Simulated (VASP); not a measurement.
# CaBr (P-6m2) in VASP: further runs

The runs below take CaBr through single point, with LDA, revPBE, r2SCAN.

Program: VASP 6.6.1. These are calculated values, not measurements. Logs are shortened: lines on timing, memory, paths and dates and some standing lists are left out, and cuts for length are marked.

## Step 1: The cell of the first run

The structure is hexagonal, space group P-6m2 (No. 187). The conventional cell has a = 3.917 Å, b = 3.917 Å, c = 4.341 Å, α = 90.00°, β = 90.00°, γ = 120.00°. Within 4.1 Å of Ca (site symmetry -6m2) lie 6 Br at 3.13 Å and 6 Ca at 3.92 Å. Br (site symmetry -6m2) has 6 Ca at 3.13 Å and 6 Br at 3.92 Å within 4.1 Å.

## Step 2: Single point, LDA

The input, INCAR:

```
  ALGO = Normal
  EDIFF = 1E-7
  ENCUT = 520
  ISIF = 2
  ISMEAR = -1
  LASPH = T
  LCHARG = F
  LREAL = F
  LWAVE = F
  NBANDS = 16
  NELM = 60
  PREC = Accurate
  SIGMA = 0.05
```

The input, KPOINTS:

```
k-points
0
Gamma
  10 10 8
```

The input, POSCAR:

```
CaBr
1.0
    3.9170220000      0.0000000000      0.0000000000
   -1.9585110000      3.3922410000      0.0000000000
    0.0000000000      0.0000000000      4.3410340000
Ca Br
1 1
Direct
    0.0000000000      0.0000000000      0.0000000000
    0.3333333333      0.6666666667      0.5000000000
```

Potentials or basis: VASP PAW LDA potentials, release 64 (Ca_sv, Br).

The run is started by

```sh
$ cat potpaw_LDA.64/Ca_sv/POTCAR potpaw_LDA.64/Br/POTCAR > POTCAR
$ mpirun -np 1 vasp_std > vasp.out
```

OUTCAR:

```text
EDIFF = 1E-7
   ENCUT = 520
   ISIF = 2
   ISMEAR = -1
   LASPH = T
   LREAL = F
   NELM = 60
   PREC = Accurate

 ion  position               nearest neighbor table
   1  0.000  0.000  0.000-
   2  0.333  0.667  0.500-

  LATTYP: Found a hexagonal cell.
 ALAT       =     3.9170220000
 C/A-ratio  =     1.1082485623

  Lattice vectors:

 A1 = (   3.9170220000,   0.0000000000,   0.0000000000)
 A2 = (  -1.9585110000,   3.3922410000,   0.0000000000)
 A3 = (   0.0000000000,   0.0000000000,   4.3410340000)

Analysis of symmetry for initial positions (statically):
=====================================================================
 Subroutine PRICEL returns:
 Original cell was already a primitive cell.

 Routine SETGRP: Setting up the symmetry group for a
 hexagonal supercell.

 Subroutine GETGRP returns: Found 12 space group operations
 (whereof 12 operations were pure point group operations)
 out of a pool of 24 trial point group operations.

The static configuration has the point symmetry D_3h.

Analysis of symmetry for dynamics (positions and initial velocities):
=====================================================================
 Subroutine PRICEL returns:
 Original cell was already a primitive cell.

 Routine SETGRP: Setting up the symmetry group for a
 hexagonal supercell.

 Subroutine GETGRP returns: Found 12 space group operations
 (whereof 12 operations were pure point group operations)
 out of a pool of 24 trial point group operations.

The dynamic configuration has the point symmetry D_3h.

 Subroutine INISYM returns: Found 12 space group operations
 (whereof 12 operations are pure point group operations),
 and found     1 'primitive' translations

----------------------------------------------------------------------------------------

                                     Primitive cell

  volume of cell :      57.6814

  direct lattice vectors                    reciprocal lattice vectors
     3.917022000  0.000000000  0.000000000     0.255295988  0.147395188  0.000000000
    -1.958511000  3.392241000  0.000000000     0.000000000  0.294790376  0.000000000
     0.000000000  0.000000000  4.341034000     0.000000000  0.000000000  0.230359864

  length of vectors
     3.917022000  3.917022382  4.341034000     0.294790405  0.294790376  0.230359864

  position of ions in fractional coordinates (direct lattice)
     0.000000000  0.000000000  0.000000000
     0.333333333  0.666666667  0.500000000

  ion indices of the primitive-cell ions
   primitive index   ion index
                 1           1
                 2           2

----------------------------------------------------------------------------------------

 KPOINTS: k-points

Automatic generation of k-mesh.
 Grid dimensions read from file:
 generate k-points for:   10   10    8

 Generating k-lattice:

  Cartesian coordinates                     Fractional coordinates (reciprocal lattice)
     0.025529599  0.014739519  0.000000000     0.100000000  0.000000000  0.000000000
     0.000000000  0.029479038  0.000000000     0.000000000  0.100000000  0.000000000
     0.000000000  0.000000000  0.028794983     0.000000000  0.000000000  0.125000000

  Length of vectors
     0.029479040  0.029479038  0.028794983

  Shift w.r.t. Gamma in fractional coordinates (k-lattice)
     0.000000000  0.000000000  0.000000000

 Subroutine IBZKPT returns following result:
 ===========================================

 Found     70 irreducible k-points:

 Following reciprocal coordinates:
            Coordinates               Weight
  0.000000  0.000000  0.000000      1.000000
  0.100000  0.000000  0.000000      6.000000
  0.200000  0.000000  0.000000      6.000000
  0.300000 -0.000000  0.000000      6.000000
  0.400000  0.000000  0.000000      6.000000
  0.500000 -0.000000  0.000000      3.000000
[... 16 lines left out ...]
  0.300000  0.100000  0.125000     24.000000
  0.400000  0.100000  0.125000     24.000000
 [... further k-points ...]
   k-points           NKPTS =     70   k-points in BZ     NKDIM =     70   number of bands    NBANDS=     16
   number of dos      NEDOS =    301   number of ions     NIONS =      2
   total plane-waves  NPLWV =  28800
   dimension x,y,z NGX =    30 NGY =   30 NGZ =   32
   dimension x,y,z NGXF=    60 NGYF=   60 NGZF=   64
   ions per type =               1   1
   NGX,Y,Z   is equivalent  to a cutoff of  12.73, 12.73, 12.25 a.u.
   NGXF,Y,Z  is equivalent  to a cutoff of  25.47, 25.47, 24.51 a.u.
 SYSTEM =  unknown system
   PREC   = accura    normal or accurate (medium, high low for compatibility)
   ISTART =      0    job   : 0-new  1-cont  2-samecut
   ICHARG =      2    charge: 1-file 2-atom 10-const
   ISPIN  =      1    spin polarized calculation?
   LNONCOLLINEAR =      F non collinear calculations
   LSORBIT =      F    spin-orbit coupling
   LASPH  =      T    aspherical Exc in radial PAW
   ENCUT  =  520.0 eV  38.22 Ry    6.18 a.u.   7.28  7.28  8.07*2*pi/ulx,y,z
   NELM   =     60;   NELMIN=  2; NELMDL= -5     # of ELM steps
   EDIFF  = 0.1E-06   stopping-criterion for ELM
   LREAL  =      F    real-space projection
   EDIFFG = 0.1E-05   stopping-criterion for IOM
   NSW    =      0    number of steps for IOM
   IBRION =     -1    ionic relax: 0-MD 1-quasi-New 2-CG
   NFREE  =      0    steps in history (QN), initial steepest desc. (CG)
   ISIF   =      2    stress and relaxation
   ISYM   =      2    0-nonsym 1-usesym 2-fastsym
   POTIM  = 0.5000    time-step for ionic-motion
   TEBEG  =    0.0;   TEEND  =   0.0 temperature during run
   PSTRESS=    0.0 pullay stress
   NELECT =      17.0000    total number of electrons
   NUPDOWN=      -1.0000    fix difference up-down
   EMIN   =  10.00;   EMAX   =-10.00  energy-range for DOS
   EFERMI =   0.00;   METHOD = LEGACY
   ISMEAR =    -1;   SIGMA  =   0.05  broadening in eV -4-tet -1-fermi 0-gaus
   EFERMI_NEDOS =   21; number of points for ismear=-14 and -15
   IALGO  =     38    algorithm
   IMIX   =      4    mixing-type and parameters
     AMIX     =   0.40;   BMIX     =  1.00
     AMIX_MAG =   1.60;   BMIX_MAG =  1.00
  volume/ion in A,a.u.               =      28.84       194.63
  Fermi-wavevector in a.u.,A,eV,Ry     =   1.089463  2.058787 16.149160  1.186930
  Thomas-Fermi vector in A             =   2.225667
   LORBIT       =      0    0 simple, 1 ext, 2 COOP (PROOUT), +10 PAW based schemes
   GGA     = CA    functional components
   LHFCALC =     F    Hartree Fock is set to
   AEXX    =    0.0000 exact exchange contribution
   IVDW    =     0    specifies the selected vdW correction
   LEPSILON=     F    determine dielectric tensor
   LRPA    =     F    only Hartree local field effects (RPA)
 non-spin polarized calculation
  energy-cutoff  :      520.00
  volume of cell :       57.68
 maximum number of plane-waves:      1582
 NGX is ok and might be reduce to    30
   NGX = 15   NGY = 15   NGZ = 17

 number of electron      16.9999998 magnetization

 Free energy of the ion-electron system (eV)
  ---------------------------------------------------
  ext. energy  EPLUGINS =         0.00000000
  ---------------------------------------------------
  free energy    TOTEN  =        -7.00155039 eV

  energy without entropy =       -6.97472643  energy(sigma->0) =       -6.98813841

 E-fermi :   4.4838     XC(G=0):  -9.1555

 val. band max:        4.4691757987   @ k =   0.3000   0.1000   0.1250
 cond. band min:       4.5046627033   @ k =   0.4000   0.2000   0.5000
 fundamental gap:      0.0354869046
 Fermi energy:         4.4837565361

 k-point     1 :       0.0000    0.0000    0.0000
  band No.  band energies     occupation
      1     -37.3727      2.00000
      2     -18.7319      2.00000
      3     -18.6163      2.00000
      4     -18.6163      2.00000
      5     -13.0887      2.00000
      6      -1.0250      2.00000
[... 8 lines left out ...]
     15      10.4215      0.00000
     16      11.0020      0.00000

 k-point     2 :       0.1000    0.0000    0.0000
  band No.  band energies     occupation
      1     -37.3717      2.00000
      2     -18.7299      2.00000
      3     -18.6299      2.00000
      4     -18.6191      2.00000
      5     -13.0539      2.00000
      6      -1.0217      2.00000
[... 8 lines left out ...]
     15      10.1667      0.00000
     16      11.2421      0.00000

 k-point     3 :       0.2000    0.0000    0.0000
  band No.  band energies     occupation
      1     -37.3690      2.00000
      2     -18.7245      2.00000
      3     -18.6652      2.00000
      4     -18.6265      2.00000
      5     -12.9616      2.00000
      6      -1.0961      2.00000
[... 8 lines left out ...]
     15      10.0056      0.00000
     16      11.2301      0.00000

 k-point     4 :       0.3000   -0.0000    0.0000
  band No.  band energies     occupation
      1     -37.3658      2.00000
      2     -18.7179      2.00000
      3     -18.7080      2.00000
      4     -18.6355      2.00000
      5     -12.8443      2.00000
      6      -1.7768      2.00000
[... 8 lines left out ...]
     15      10.0396      0.00000
     16      10.8302      0.00000

 k-point     5 :       0.4000    0.0000    0.0000
  band No.  band energies     occupation
      1     -37.3632      2.00000
      2     -18.7421      2.00000
      3     -18.7126      2.00000
      4     -18.6428      2.00000
      5     -12.7467      2.00000
      6      -2.2445      2.00000
[... 8 lines left out ...]
     15       9.5179      0.00000
     16      10.7836      0.00000

 k-point     6 :       0.5000   -0.0000    0.0000
  band No.  band energies     occupation
      1     -37.3622      2.00000
      2     -18.7550      2.00000
      3     -18.7105      2.00000
      4     -18.6456      2.00000
      5     -12.7087      2.00000
      6      -2.4100      2.00000
[... 8 lines left out ...]
     15       8.9798      0.00000
     16      10.8189      0.00000

 k-point     7 :       0.1000    0.1000    0.0000
  band No.  band energies     occupation
      1     -37.3699      2.00000
      2     -18.7262      2.00000
      3     -18.6534      2.00000
      4     -18.6252      2.00000
      5     -12.9903      2.00000
      6      -1.0149      2.00000
[... 8 lines left out ...]
     15      10.0140      0.00000
     16      11.4117      0.00000

 k-point     8 :       0.2000    0.1000    0.0000
  band No.  band energies     occupation
      1     -37.3669      2.00000
      2     -18.7202      2.00000
      3     -18.6900      2.00000
      4     -18.6357      2.00000
      5     -12.8853      2.00000
      6      -1.5002      2.00000
[... 8 lines left out ...]
     15      10.0276      0.00000
     16      10.8974      0.00000

 k-point     9 :       0.3000    0.1000    0.0000
  band No.  band energies     occupation
      1     -37.3640      2.00000
      2     -18.7259      2.00000
      3     -18.7142      2.00000
      4     -18.6464      2.00000
      5     -12.7775      2.00000
      6      -2.0195      2.00000
[... 8 lines left out ...]
     15       9.9151      0.00000
     16      10.7246      0.00000
[... 172 lines left out ...]
 k-point    19 :       0.4000    0.0000    0.1250
  band No.  band energies     occupation
      1     -37.3630      2.00000
      2     -18.7399      2.00000
      3     -18.7181      2.00000
      4     -18.6422      2.00000
      5     -12.7426      2.00000
      6      -2.2003      2.00000
[... 8 lines left out ...]
     15       9.2475      0.00000
     16      10.8697      0.00000

 k-point    20 :       0.5000   -0.0000    0.1250
  band No.  band energies     occupation
      1     -37.3620      2.00000
      2     -18.7522      2.00000
      3     -18.7160      2.00000
      4     -18.6450      2.00000
      5     -12.7074      2.00000
      6      -2.3619      2.00000
[... 8 lines left out ...]
     15       8.9524      0.00000
     16      10.6886      0.00000

 k-point    21 :       0.1000    0.1000    0.1250
  band No.  band energies     occupation
      1     -37.3696      2.00000
      2     -18.7355      2.00000
      3     -18.6520      2.00000
      4     -18.6246      2.00000
      5     -12.9680      2.00000
      6      -1.3119      2.00000
[... 8 lines left out ...]
     15       9.8028      0.00000
     16      11.1731      0.00000

 k-point    22 :       0.2000    0.1000    0.1250
  band No.  band energies     occupation
      1     -37.3667      2.00000
      2     -18.7285      2.00000
      3     -18.6876      2.00000
      4     -18.6351      2.00000
      5     -12.8708      2.00000
      6      -1.5048      2.00000
[... 8 lines left out ...]
     15       9.6260      0.00000
     16      10.9401      0.00000

 k-point    23 :       0.3000    0.1000    0.1250
  band No.  band energies     occupation
      1     -37.3638      2.00000
      2     -18.7262      2.00000
      3     -18.7179      2.00000
      4     -18.6457      2.00000
      5     -12.7710      2.00000
      6      -1.9803      2.00000
[... 8 lines left out ...]
     15       9.4577      0.00000
     16      10.9244      0.00000

 k-point    24 :       0.4000    0.1000    0.1250
  band No.  band energies     occupation
      1     -37.3620      2.00000
      2     -18.7452      2.00000
      3     -18.7160      2.00000
      4     -18.6522      2.00000
      5     -12.7079      2.00000
      6      -2.2621      2.00000
[... 8 lines left out ...]
     15       9.0847      0.00000
     16      10.7107      0.00000

 [... further k-points ...]

------------------------ aborting loop because EDIFF is reached ----------------------------------------

  FORCE on cell =-STRESS in cart. coord.  units (eV):
  Direction    XX          YY          ZZ          XY          YZ          ZX
  --------------------------------------------------------------------------------------
  -------------------------------------------------------------------------------------
  Total       -1.1234969     -1.1234972     -1.1529778     -0.0000000      0.0000000      0.0000000
  in kB      -31.2066079    -31.2066161    -32.0254800     -0.0000000      0.0000000      0.0000000
  external PRESSURE =     -31.4795680 kB  Pullay stress =       0.0000000 kB

 VOLUME and BASIS-vectors are now :
 -----------------------------------------------------------------------------
  energy-cutoff  :      520.00
  volume of cell :       57.68
      direct lattice vectors                 reciprocal lattice vectors
     3.917022000  0.000000000  0.000000000     0.255295988  0.147395188  0.000000000
    -1.958511000  3.392241000  0.000000000     0.000000000  0.294790376  0.000000000
     0.000000000  0.000000000  4.341034000     0.000000000  0.000000000  0.230359864

 POSITION                                       TOTAL-FORCE (eV/Angst)
 -----------------------------------------------------------------------------------
      0.00000      0.00000      0.00000         0.000000      0.000000      0.000000
     -0.00000      2.26149      2.17052        -0.000000      0.000000      0.000000
 -----------------------------------------------------------------------------------
    total drift:                                0.000000      0.000001     -0.000000

  FREE ENERGIE OF THE ION-ELECTRON SYSTEM (eV)
  ---------------------------------------------------
  free  energy   TOTEN  =        -7.0015503898 eV

  energy  without entropy=       -6.9747264333  energy(sigma->0) =       -6.98813841
```

It took 32 s on 1 thread of AMD EPYC 7R13 (Zen 3), shared host; peak memory 0.17 GiB.

Results:

```
Free energy            : -7.0016 eV
Pressure               : -3.1 GPa
Band gap on the k mesh : zero (an odd number of electrons rules out a gap without spin polarisation)
```

Levels at points of the mesh, in eV from the Fermi level:
```
           k point  band 7  band 8  band 9  band 10  band 11  band 12
(0.00, 0.00, 0.00)   -4.52   -4.52   -1.86     0.37     2.26     2.26
(0.50, 0.00, 0.00)   -5.46   -4.90   -0.15     1.13     2.20     2.34
(0.00, 0.00, 0.50)   -4.45   -4.45    0.99     1.57     1.57     1.88
(0.50, 0.00, 0.50)   -6.19   -5.06   -0.33     1.62     2.66     3.46
```

Caveat: the cell stands under tension; an odd number of electrons without spin polarisation forces a metal; a magnetic or distorted state may lie lower.

## Step 3: Single point, revPBE

The input, INCAR:

```
PREC = Accurate
ENCUT = 520
EDIFF = 1E-7
ISMEAR = -1
SIGMA = 0.05
LREAL = F
LASPH = T
NELM = 60
ALGO = Normal
ISIF = 2
LWAVE = F
LCHARG = F
GGA = RE
NBANDS = 16
```

The input, KPOINTS:

```
regular mesh
0
Gamma
  10 10 8
```

POSCAR is that of step 2.

Potentials or basis: VASP PAW PBE potentials, release 64 (Ca_sv, Br).

The run is started by

```sh
$ cat potpaw_PBE.64/Ca_sv/POTCAR potpaw_PBE.64/Br/POTCAR > POTCAR
$ mpirun -np 1 vasp_std > vasp.out
```

Run time: 35 s. Hardware: 1 thread of AMD EPYC 7R13 (Zen 3), shared host; peak memory 0.19 GiB.

It converged, with:

```
Free energy            : -5.5358 eV
Pressure               : 1.7 GPa
Band gap on the k mesh : zero (an odd number of electrons rules out a gap without spin polarisation)
```

Stress tensor (GPa, compression positive):
```
1.44 0.00 0.00
0.00 1.44 0.00
0.00 0.00 2.31
```

Levels at points of the mesh, in eV from the Fermi level:
| k point | band 5 | band 6 | band 7 | band 8 | band 9 | band 10 | band 11 | band 12 | band 13 | band 14 |
| --- | --- | --- | --- | --- | --- | --- | --- | --- | --- | --- |
| (0.00, 0.00, 0.00) | -17.65 | -5.60 | -4.64 | -4.64 | -1.82 | 0.60 | 2.31 | 2.31 | 2.83 | 2.83 |
| (0.50, 0.00, 0.00) | -17.28 | -6.92 | -5.54 | -5.01 | -0.10 | 1.21 | 2.32 | 2.42 | 2.91 | 3.60 |
| (0.00, 0.00, 0.50) | -17.45 | -7.14 | -4.57 | -4.57 | 0.96 | 1.63 | 1.63 | 2.14 | 2.54 | 2.54 |
| (0.50, 0.00, 0.50) | -17.26 | -6.55 | -6.27 | -5.15 | -0.34 | 1.78 | 2.80 | 3.53 | 3.55 | 4.11 |

Caveat: the PAW data sets were made with another functional, which shifts forces and pressure a little; an odd number of electrons without spin polarisation forces a metal; a magnetic or distorted state may lie lower.

## Step 4: Single point, r2SCAN

POSCAR is that of step 3.

The input, INCAR.step1:

```
  PREC = Accurate
  ENCUT = 520
  ISMEAR = -1
  SIGMA = 0.05
  LREAL = False
  LASPH = True
  NELM = 80
  NBANDS = 16
  GGA = PE
  ALGO = Normal
  EDIFF = 1E-4
  LWAVE = True
  LCHARG = False
```

The input, INCAR.step2:

```
  PREC = Accurate
  ENCUT = 520
  EDIFF = 1E-7
  ISMEAR = -1
  SIGMA = 0.05
  LREAL = False
  LASPH = True
  NELM = 80
  ALGO = Normal
  ISIF = 2
  LWAVE = False
  LCHARG = False
  METAGGA = R2SCAN
  LMIXTAU = True
  NBANDS = 16
  ISTART = 1
```

KPOINTS is that of step 3.

The run is started by

```sh
$ cat potpaw_PBE.64/Ca_sv/POTCAR potpaw_PBE.64/Br/POTCAR > POTCAR
$ cp INCAR.step1 INCAR
$ mpirun -np 1 vasp_std > vasp.out
$ cp INCAR.step2 INCAR
$ mpirun -np 1 vasp_std > vasp.out
```

Run time: 3.9 min. Hardware: 1 thread of AMD EPYC 7R13 (Zen 3), shared host; peak memory 0.19 GiB.

The run converged. Its results:

```yaml
Free_energy: -23.0788 eV
Pressure: -0.3 GPa
Band_gap_on_the_k_mesh: zero (an odd number of electrons rules out a gap without spin polarisation)
```

Stress tensor (GPa, compression positive):
```
-0.31  0.00  0.00
 0.00 -0.31  0.00
 0.00  0.00 -0.23
```

Levels at points of the mesh, in eV from the Fermi level:
```csv
k point,band 6,band 7,band 8,band 9,band 10,band 11,band 12,band 13
"(0.00, 0.00, 0.00)",-6.08,-5.07,-5.07,-1.78,0.76,2.50,2.50,3.06
"(0.50, 0.00, 0.00)",-7.39,-6.01,-5.45,-0.08,1.42,2.52,2.62,3.07
"(0.00, 0.00, 0.50)",-7.60,-5.00,-5.00,1.00,1.79,1.79,2.41,2.75
"(0.50, 0.00, 0.50)",-7.02,-6.74,-5.59,-0.36,1.98,3.00,3.79,3.80
```

Caveat: the PAW data sets were made with another functional, which shifts forces and pressure a little; an odd number of electrons without spin polarisation forces a metal; a magnetic or distorted state may lie lower.

## Step 5: Overview

| level | potentials or basis | gap on the mesh (eV) | pressure (GPa) |
| --- | --- | --- | --- |
| LDA | VASP PAW LDA potentials, release 64 (Ca_sv, Br) | none | -3.1 |
| revPBE | VASP PAW PBE potentials, release 64 (Ca_sv, Br) | none | 1.7 |
| r2SCAN | VASP PAW PBE potentials, release 64 (Ca_sv, Br) | none | -0.3 |

Alike in all rows: task single point; no spin polarisation; cell as given; k mesh 10 × 10 × 8; cutoff (eV) 520; smearing fermi-dirac 0.05 eV.

Caveats: an odd number of electrons without spin polarisation forces a metal; a magnetic or distorted state may lie lower; the PAW data sets were made with another functional, which shifts forces and pressure a little (at least some runs); the cell stands under tension (at least some runs).

Total energies depend on the potentials used, so only differences within one code and one set of settings carry meaning.
